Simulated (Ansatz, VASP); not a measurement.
# Se in VASP and in Ansatz

```
Se
1.0
     4.32529    0.00000    0.00000
    -2.16264    3.74581    0.00000
     0.00000    0.00000    5.02003
Se
3
Cartesian
  0.9796 0.0000 1.6733
  -0.4898 0.8483 3.3467
  1.6729 2.8975 0.0000
```

Alike in both runs: task relaxation of cell and atoms; functional r2SCAN; dispersion D3(BJ); k mesh 9 × 9 × 6; no spin polarisation.

|  | VASP | Ansatz |
| --- | --- | --- |
| version | VASP 6.6.1 | Ansatz 0.2.0 |
| potentials or method | VASP PAW PBE potentials, release 64 (Se), cutoff 600 eV | scalar-relativistic, plane waves, PAW |
| occupations | gaussian, width 0.01 eV | fixed |
| valence electrons in the cell | 18 | 48 |

```tsv
	VASP	Ansatz	Ansatz less VASP
gap on the k mesh at the Fermi level, each at its own relaxed structure (eV)	1.11	1.12	+0.013
relaxed volume (Å³/atom)	27.05	27.12	+0.074
relaxed cell length with the largest relative difference (Å)	4.320	4.326	+0.0054
```

VASP's potentials were made for PBE, not for r2SCAN. VASP's potentials hold 18 valence electrons a cell and Ansatz's 48, so a difference there can come from the potentials and not from the codes. Ansatz's warnings: dispersion damping borrowed.
